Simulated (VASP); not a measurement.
Crystal: LiHf4O3.

```
Li Hf O
1.0
     3.55533    0.00000    0.00000
    -1.77766    3.07901    0.00000
     0.00000    0.00000   10.24144
Li Hf O
1 4 3
Direct
  0.66667 0.33333 0.00000
  0.00000 0.00000 0.11500
  0.00000 0.00000 0.62566
  0.00000 0.00000 0.37434
  0.00000 0.00000 0.88500
  0.66667 0.33333 0.50000
  0.33333 0.66667 0.24789
  0.33333 0.66667 0.75211
```

- Program: VASP 6.6.1
- Task: relaxation of cell and atoms
- Functional: PBE
- Potentials or basis: VASP PAW PBE potentials, release 64 (Li_sv, Hf_pv, O)
- Cutoff: 600 eV
- k mesh: 5 × 5 × 2
- Occupations: gaussian, width 0.2 eV
- Spin: no spin polarisation

At the start: pressure 7.8 GPa; volume 14.01 Å³/atom.

Where does the relaxation end?

Over 19 steps the energy falls by 971.3 meV/atom and the volume is 13.83 Å³/atom (-1.3 %); space group P-6m2 (No. 187, to 0.05 Å).

The path:
| step | energy change (eV) | largest force (eV/Å) | pressure (GPa) | volume (Å³) |
| --- | --- | --- | --- | --- |
| 1 | 0.0000 | 6.9710 | 7.84 | 112.11 |
| 2 | -3.8502 | 2.4065 | -7.99 | 122.62 |
| 3 | -3.9447 | 2.6726 | -8.56 | 123.97 |
| 4 | -6.6547 | 0.7532 | -2.88 | 111.91 |
| 5 | -6.3798 | 1.3357 | 23.34 | 97.17 |
| 6 | -7.3071 | 0.7311 | 3.28 | 106.69 |
| 7 | -7.3048 | 0.7934 | 11.66 | 102.14 |
| 8 | -7.3919 | 0.7578 | 7.69 | 104.13 |
| 9 | -7.3548 | 1.3891 | -5.20 | 112.40 |
| 10 | -7.5501 | 0.8050 | 0.92 | 108.10 |
| 11 | -7.6278 | 0.4392 | -1.67 | 110.27 |
| 12 | -7.6331 | 0.3502 | -2.45 | 111.00 |
| 13 | -7.6833 | 0.4707 | 0.86 | 109.18 |
| 14 | -7.6848 | 0.4998 | 1.59 | 108.81 |
| 15 | -7.7308 | 0.2507 | 1.49 | 109.02 |
| 16 | -7.7597 | 0.2231 | 1.46 | 109.36 |
| 17 | -7.7673 | 0.1562 | -1.07 | 111.22 |
| 18 | -7.7683 | 0.1500 | -0.43 | 110.73 |
| 19 | -7.7705 | 0.0609 | -0.05 | 110.61 |

Final structure:
```yaml
crystal:
  lattice:
    - [2.98983, 0.00000, 0.00000]
    - [-1.49492, 2.58927, 0.00000]
    - [0.00000, 0.00000, 14.28779]
  atoms:
    - { symbol: Li, position: [0.66667, 0.33333, 0.00000] }
    - { symbol: Hf, position: [0.00000, 0.00000, 0.17247] }
    - { symbol: Hf, position: [0.00000, 0.00000, 0.60944] }
    - { symbol: Hf, position: [0.00000, 0.00000, 0.39056] }
    - { symbol: Hf, position: [0.00000, 0.00000, 0.82753] }
    - { symbol: O, position: [0.66667, 0.33333, 0.50000] }
    - { symbol: O, position: [0.33333, 0.66667, 0.28187] }
    - { symbol: O, position: [0.33333, 0.66667, 0.71813] }
```

Caveat: the k points lie up to 0.49 Å⁻¹ apart in the final cell; the cutoff is under 1.25 times the usual one of these potentials, so pressure, stress and relaxed cells hold a basis-set (Pulay) error; an odd number of electrons without spin polarisation forces a metal; a magnetic or distorted state may lie lower; the relaxation stopped at a loose force limit of 0.08 eV/Å, so its end isn't a converged minimum.
